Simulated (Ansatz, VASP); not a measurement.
## Ti: VASP beside Ansatz

```
Ti
1.0
    -1.64524    1.64524    1.56499
     1.64524   -1.64524    1.56499
     1.64524    1.64524   -1.56499
Ti
1
Direct
  0.00000 0.00000 0.00000
```

Change from the starting cell: strain +0.025 along x and y, -0.025 along z, atoms carried along.

Alike in both runs: task single point; functional PBEsol; k mesh 26 × 26 × 26; occupations gaussian, width 0.15 eV; no spin polarisation.

|  | VASP | Ansatz |
| --- | --- | --- |
| version | VASP 6.6.1 | Ansatz 0.2.0 |
| potentials or method | VASP PAW PBE potentials, release 64 (Ti_sv), cutoff 520 eV | scalar-relativistic, plane waves, PAW |
| valence electrons in the cell | 12 | 12 |

```csv
,VASP,Ansatz,Ansatz less VASP
gap on the k mesh at the Fermi level (eV),none,none,-
pressure (GPa),-2.8,-2.5,+0.27
"traceless stress, the component that is largest in VASP (GPa)",-1.01,-1.01,0.000
```

VASP's potentials were made for PBE, not for PBEsol. A gap of «none» marks a metal or a gap that the smearing closes. With one functional, cell and mesh, what is left measures potentials, basis and numerics.
